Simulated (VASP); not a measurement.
The system is CdAg2F6.

```
Cd Ag F
1.0
     0.00000    4.02839    4.02839
     4.02839    0.00000    4.02839
     4.02839    4.02839    0.00000
Cd Ag F
1 2 6
Cartesian
  0.0000 0.0000 0.0000
  2.0142 2.0142 2.0142
  6.0426 6.0426 6.0426
  2.0142 4.0284 4.0284
  6.0426 4.0284 4.0284
  4.0284 2.0142 4.0284
  4.0284 6.0426 4.0284
  4.0284 4.0284 2.0142
  4.0284 4.0284 6.0426
```

This cell differs from its parent crystal: atoms taken out.

* Program: VASP 6.6.1
* Task: relaxation of cell and atoms
* Functional: PBE
* Potentials or basis: VASP PAW PBE potentials, release 64 (Cd, Ag, F)
* Cutoff: 600 eV
* k mesh: 4 × 4 × 4
* Occupations: gaussian, width 0.1 eV
* Spin: no spin polarisation

At the start: pressure 4.7 GPa; volume 14.53 Å³/atom.

Task: How do energy, volume and symmetry change on relaxing?

Result: Over 6 steps the energy falls by 30.7 meV/atom and the volume is 14.38 Å³/atom (-1.0 %); space group Fm-3m (No. 225, to 0.1 Å) before and after.

Step by step:
| step | energy change (eV) | largest force (eV/Å) | pressure (GPa) | volume (Å³) |
| --- | --- | --- | --- | --- |
| 1 | 0.0000 | 1.1369 | 4.75 | 130.74 |
| 2 | -0.2123 | 0.0507 | -2.24 | 139.06 |
| 3 | -0.2273 | 0.1597 | -1.02 | 137.21 |
| 4 | -0.2444 | 0.1362 | -0.83 | 135.66 |
| 5 | -0.2743 | 0.0550 | -0.12 | 131.08 |
| 6 | -0.2761 | 0.0211 | 0.20 | 129.44 |

Final structure:
```yaml
crystal:
  lattice:
    - [0.00000, 4.01490, 4.01490]
    - [4.01490, 0.00000, 4.01490]
    - [4.01490, 4.01490, 0.00000]
  atoms:
    - { symbol: Cd, position: [0.00000, 0.00000, 0.00000] }
    - { symbol: Ag, position: [0.25000, 0.25000, 0.25000] }
    - { symbol: Ag, position: [0.75000, 0.75000, 0.75000] }
    - { symbol: F, position: [0.73891, 0.26109, 0.26109] }
    - { symbol: F, position: [0.26109, 0.73891, 0.73891] }
    - { symbol: F, position: [0.26109, 0.73891, 0.26109] }
    - { symbol: F, position: [0.73891, 0.26109, 0.73891] }
    - { symbol: F, position: [0.26109, 0.26109, 0.73891] }
    - { symbol: F, position: [0.73891, 0.73891, 0.26109] }
```

Caveat: the cell differs from its parent crystal (atoms taken out).
